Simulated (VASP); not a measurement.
# LiH (I4mm) in VASP: single point with PBE

Aim: the single point of LiH with PBE.

Program: VASP 6.6.1. These are calculated values, not measurements. Logs are shortened: lines on timing, memory, paths and dates and some standing lists are left out, and cuts for length are marked.

### 1 The cell of the first run

Symmetry: I4mm, No. 107, tetragonal system. The conventional cell has a = 2.874 Å, b = 2.874 Å, c = 4.065 Å, α = 90.00°, β = 90.00°, γ = 90.00°. Li (site symmetry 4mm) has 6 H at 1.93 to 2.13 Å within 2.6 Å. H (site symmetry 4mm) has 6 Li at 1.93 to 2.13 Å within 2.6 Å.

### 2 Single point, PBE (atom 1 (Li) moved by (-0.100, +0.000) A along y and z)

INCAR

```
  PREC = Accurate
  ENCUT = 520
  EDIFF = 1E-7
  ISMEAR = 0
  SIGMA = 0.05
  LREAL = F
  LASPH = T
  NELM = 100
  ALGO = Normal
  ISIF = 2
  LWAVE = F
  LCHARG = F
  GGA = PE
  NBANDS = 9
```

KPOINTS

```
regular mesh
0
Gamma
  10 10 10
```

POSCAR

```
LiH
1.0
    0.0000000000      2.0325000000      2.0325000000
    2.0325000000      0.0000000000      2.0325000000
    2.0325000000      2.0325000000      0.0000000000
Li H
1 1
Direct
   -0.0246002460      0.0246002460     -0.0246002460
    0.5000000000      0.5000000000      0.5000000000
```

Potentials or basis: VASP PAW PBE potentials, release 64 (Li_sv, H).

On the command line:

```
> cat potpaw_PBE.64/Li_sv/POTCAR potpaw_PBE.64/H/POTCAR > POTCAR
> mpirun -np 1 vasp_std > vasp.out
```

OUTCAR:

```text
PREC = Accurate
   ENCUT = 520
   EDIFF = 1E-7
   ISMEAR = 0
   LREAL = F
   LASPH = T
   NELM = 100
   ISIF = 2
   GGA = PE

 ion  position               nearest neighbor table
   1  0.975  0.025  0.975-
   2  0.500  0.500  0.500-

  LATTYP: Found a face centered cubic cell.
 ALAT       =     4.0650000000

  Lattice vectors:

 A1 = (   0.0000000000,   2.0325000000,   2.0325000000)
 A2 = (   2.0325000000,   0.0000000000,   2.0325000000)
 A3 = (   2.0325000000,   2.0325000000,   0.0000000000)

Analysis of symmetry for initial positions (statically):
=====================================================================
 Subroutine PRICEL returns:
 Original cell was already a primitive cell.

 Routine SETGRP: Setting up the symmetry group for a
 face centered cubic supercell.

 Subroutine GETGRP returns: Found  8 space group operations
 (whereof  8 operations were pure point group operations)
 out of a pool of 48 trial point group operations.

The static configuration has the point symmetry C_4v.

Analysis of symmetry for dynamics (positions and initial velocities):
=====================================================================
 Subroutine PRICEL returns:
 Original cell was already a primitive cell.

 Routine SETGRP: Setting up the symmetry group for a
 face centered cubic supercell.

 Subroutine GETGRP returns: Found  8 space group operations
 (whereof  8 operations were pure point group operations)
 out of a pool of 48 trial point group operations.

The dynamic configuration has the point symmetry C_4v.

 Subroutine INISYM returns: Found  8 space group operations
 (whereof  8 operations are pure point group operations),
 and found     1 'primitive' translations

----------------------------------------------------------------------------------------

                                     Primitive cell

  volume of cell :      16.7927

  direct lattice vectors                    reciprocal lattice vectors
     0.000000000  2.032500000  2.032500000    -0.246002460  0.246002460  0.246002460
     2.032500000  0.000000000  2.032500000     0.246002460 -0.246002460  0.246002460
     2.032500000  2.032500000  0.000000000     0.246002460  0.246002460 -0.246002460

  length of vectors
     2.874389066  2.874389066  2.874389066     0.426088760  0.426088760  0.426088760

  position of ions in fractional coordinates (direct lattice)
     0.975399754  0.024600246  0.975399754
     0.500000000  0.500000000  0.500000000

  ion indices of the primitive-cell ions
   primitive index   ion index
[... 74 lines left out ...]
   EDIFF  = 0.1E-06   stopping-criterion for ELM
   LREAL  =      F    real-space projection
   EDIFFG = 0.1E-05   stopping-criterion for IOM
   NSW    =      0    number of steps for IOM
   IBRION =     -1    ionic relax: 0-MD 1-quasi-New 2-CG
   NFREE  =      0    steps in history (QN), initial steepest desc. (CG)
   ISIF   =      2    stress and relaxation
   ISYM   =      2    0-nonsym 1-usesym 2-fastsym
   POTIM  = 0.5000    time-step for ionic-motion
   TEBEG  =    0.0;   TEEND  =   0.0 temperature during run
   PSTRESS=    0.0 pullay stress
   NELECT =       4.0000    total number of electrons
   NUPDOWN=      -1.0000    fix difference up-down
   EMIN   =  10.00;   EMAX   =-10.00  energy-range for DOS
   EFERMI =   0.00;   METHOD = LEGACY
   ISMEAR =     0;   SIGMA  =   0.05  broadening in eV -4-tet -1-fermi 0-gaus
   EFERMI_NEDOS =   21; number of points for ismear=-14 and -15
   IALGO  =     38    algorithm
   IMIX   =      4    mixing-type and parameters
     AMIX     =   0.40;   BMIX     =  1.00
     AMIX_MAG =   1.60;   BMIX_MAG =  1.00
  volume/ion in A,a.u.               =       8.40        56.66
  Fermi-wavevector in a.u.,A,eV,Ry     =   1.014817  1.917726 14.012000  1.029853
  Thomas-Fermi vector in A             =   2.148066
   LORBIT       =      0    0 simple, 1 ext, 2 COOP (PROOUT), +10 PAW based schemes
   GGA     = PE    functional components
   LHFCALC =     F    Hartree Fock is set to
   AEXX    =    0.0000 exact exchange contribution
   IVDW    =     0    specifies the selected vdW correction
   LEPSILON=     F    determine dielectric tensor
   LRPA    =     F    only Hartree local field effects (RPA)
 non-spin polarized calculation
 Gauss-broadening in eV      SIGMA  =   0.05
  energy-cutoff  :      520.00
  volume of cell :       16.79
 maximum number of plane-waves:       465
 NGX is ok and might be reduce to    24
   NGX = 11   NGY = 11   NGZ = 11

 number of electron       4.0000000 magnetization

 Free energy of the ion-electron system (eV)
  ---------------------------------------------------
  ext. energy  EPLUGINS =         0.00000000
  ---------------------------------------------------
  free energy    TOTEN  =        -6.11884414 eV

  energy without entropy =       -6.11884414  energy(sigma->0) =       -6.11884414

 E-fermi :   0.1654     XC(G=0):  -8.3746

 val. band max:       -0.1033885070   @ k =   0.5000   0.5000   0.0000
 cond. band min:       2.9095126411   @ k =   0.5000   0.5000   0.0000
 fundamental gap:      3.0129011481
 Fermi energy:         0.1653745514

 k-point     1 :       0.0000    0.0000    0.0000
  band No.  band energies     occupation
      1     -44.4300      2.00000
      2      -5.3723      2.00000
      3      15.2487      0.00000
      4      17.3834      0.00000
      5      17.3834      0.00000
      6      17.5938      0.00000
      7      21.9678      0.00000
      8      21.9678      0.00000
      9      22.0154      0.00000
[... 265 lines left out ...]
 k-point    24 :       0.1000    0.0000   -0.1000
  band No.  band energies     occupation
      1     -44.4205      2.00000
      2      -4.9091      2.00000
      3      12.6764      0.00000
      4      14.0831      0.00000
      5      16.5203      0.00000
      6      17.8322      0.00000
      7      21.2857      0.00000
      8      22.5002      0.00000
      9      22.9876      0.00000

 [... further k-points ...]
[... 5 lines left out ...]
  --------------------------------------------------------------------------------------
  -------------------------------------------------------------------------------------
  Total       -0.1884456     -0.1058438     -0.1884456     -0.0000000      0.0000000      0.0000000
  in kB      -17.9793868    -10.0984440    -17.9793868     -0.0000000      0.0000000      0.0000000
  external PRESSURE =     -15.3524059 kB  Pullay stress =       0.0000000 kB

 VOLUME and BASIS-vectors are now :
 -----------------------------------------------------------------------------
  energy-cutoff  :      520.00
  volume of cell :       16.79
      direct lattice vectors                 reciprocal lattice vectors
     0.000000000  2.032500000  2.032500000    -0.246002460  0.246002460  0.246002460
     2.032500000  0.000000000  2.032500000     0.246002460 -0.246002460  0.246002460
     2.032500000  2.032500000  0.000000000     0.246002460  0.246002460 -0.246002460

 POSITION                                       TOTAL-FORCE (eV/Angst)
 -----------------------------------------------------------------------------------
      2.03250      3.96500      2.03250         0.000000      0.102429      0.000000
      2.03250      2.03250      2.03250         0.000000     -0.102429      0.000000
 -----------------------------------------------------------------------------------
    total drift:                                0.000001     -0.000166      0.000001

  FREE ENERGIE OF THE ION-ELECTRON SYSTEM (eV)
  ---------------------------------------------------
  free  energy   TOTEN  =        -6.1188441363 eV

  energy  without entropy=       -6.1188441363  energy(sigma->0) =       -6.11884414
```

Wall time 24 s (1 thread of Intel Xeon 8259CL, shared host); peak memory 0.13 GiB.

Results:

| Quantity | Value |
| --- | --- |
| Free energy | -6.1188 eV |
| Largest force | 0.102 eV/Å |
| Band gap on the k mesh | 3.01 eV |

Forces in eV/Å, atoms in the order of the input:
```
Li   0.000  0.102  0.000
H    0.000 -0.102  0.000
```

Caveat: the cell differs from its parent crystal (atom 1 (Li) moved by (-0.100, +0.000) A along y and z); the cutoff is under 1.25 times the usual one of these potentials, so pressure, stress and relaxed cells hold a basis-set (Pulay) error. A k mesh can miss the band edges.
